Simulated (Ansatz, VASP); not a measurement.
## Si5Mo: VASP beside Ansatz

```
Si Mo
1.0
     2.75471    0.00000    0.00000
    -1.37736    2.38565    0.00000
     0.00000    0.00000   13.38993
Si Mo
5 1
Direct
  0.66667 0.33333 0.83533
  0.00000 0.00000 0.66764
  0.66667 0.33333 0.50000
  0.00000 0.00000 0.33236
  0.66667 0.33333 0.16467
  0.00000 0.00000 0.00000
```

Change from the starting cell: species swapped into the MgCd5 type (P-6m2, No. 187).

Alike in both runs: task single point; functional PBE; k mesh 6 × 6 × 2; occupations gaussian, width 0.1 eV; no spin polarisation.

|  | VASP | Ansatz |
| --- | --- | --- |
| version | VASP 6.6.1 | Ansatz 0.2.0 |
| potentials or method | VASP PAW PBE potentials, release 64 (Si, Mo_sv), cutoff 520 eV | scalar-relativistic, plane waves, PAW |
| valence electrons in the cell | 34 | 34 |

Ansatz gave:

```
gap on the k mesh at the Fermi level (eV)                     : none
pressure (GPa)                                                : -0.4
traceless stress, the component that is largest in VASP (GPa) : -6.17
rms of the force components (eV/Å)                            : 0.189
```

Which values does VASP return?

gap on the k mesh at the Fermi level (eV): none; pressure (GPa): -0.4; traceless stress, the component that is largest in VASP (GPa): -6.19; rms of the force components (eV/Å): 0.185.

Atom by atom the forces differ by 0.004 eV/Å (rms over components). A gap of «none» marks a metal or a gap that the smearing closes.

The k mesh is coarse, so the values compare programs but aren't converged.
